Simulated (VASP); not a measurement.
Set up this calculation in VASP 6.6.1, as the native input.

| Property | Result |
| --- | --- |
| Task | single point |
| Functional | HSE06 |
| Potentials or basis | VASP PAW PBE potentials, release 64 (Ni, Al) |
| Cutoff | 520 eV |
| k mesh | 4 × 4 × 4 |
| Occupations | fermi-dirac, width 0.1 eV |
| Spin | no spin polarisation |
| Dipole correction | no |
| Grid for exact exchange (PRECFOCK) | Normal |
| Further INCAR settings | ALGO = Normal; EDIFF = 1e-07; NBANDS = 14 |
| Screening parameter | 0.2079 1/Å |

AlNi (CsCl type):

```
CELL_PARAMETERS angstrom
2.89000 0.00000 0.00000
0.00000 2.89000 0.00000
0.00000 0.00000 2.89000
ATOMIC_POSITIONS crystal
Ni 0.01199 0.01199 0.01199
Al 0.50000 0.50000 0.50000
```

The input as run:

POSCAR

```
AlNi
1.0
    2.8900000000      0.0000000000      0.0000000000
    0.0000000000      2.8900000000      0.0000000000
    0.0000000000      0.0000000000      2.8900000000
Ni Al
1 1
Direct
    0.0119865108      0.0119865108      0.0119865108
    0.5000000000      0.5000000000      0.5000000000
```

INCAR.step1

```
  ALGO = Normal
  EDIFF = 1E-5
  ENCUT = 520
  GGA = PE
  ISIF = 2
  ISMEAR = -1
  LASPH = T
  LCHARG = F
  LREAL = F
  LWAVE = T
  NBANDS = 14
  NELM = 80
  PREC = Accurate
  SIGMA = 0.1
```

INCAR.step2

```
  ALGO = Normal
  EDIFF = 1E-7
  ENCUT = 520
  GGA = PE
  HFSCREEN = 0.2079
  ISIF = 2
  ISMEAR = -1
  ISTART = 1
  LASPH = T
  LCHARG = F
  LHFCALC = T
  LREAL = F
  LWAVE = F
  NBANDS = 14
  NELM = 80
  PREC = Accurate
  PRECFOCK = Normal
  SIGMA = 0.1
```

KPOINTS

```
k-points
0
Gamma
  4 4 4
```

Potentials or basis: VASP PAW PBE potentials, release 64 (Ni, Al).

The run is started by

```bash
$ cat potpaw_PBE.64/Ni/POTCAR potpaw_PBE.64/Al/POTCAR > POTCAR
$ cp INCAR.step1 INCAR
$ mpirun -np 1 vasp_std > vasp.out
$ cp INCAR.step2 INCAR
$ mpirun -np 1 vasp_std > vasp.out
```

Results of the run:

The pressure is -5.0 GPa and the largest force is 0.305 eV/Å.

Caveat: the k points lie up to 0.54 Å⁻¹ apart; the PAW data sets were made with another functional, which shifts forces and pressure a little.

Run time: 5.2 min on 1 thread of Intel(R) Xeon(R) Platinum 8375C CPU @ 2.90GHz (Ice Lake), on a shared host, peak memory 0.24 GiB.
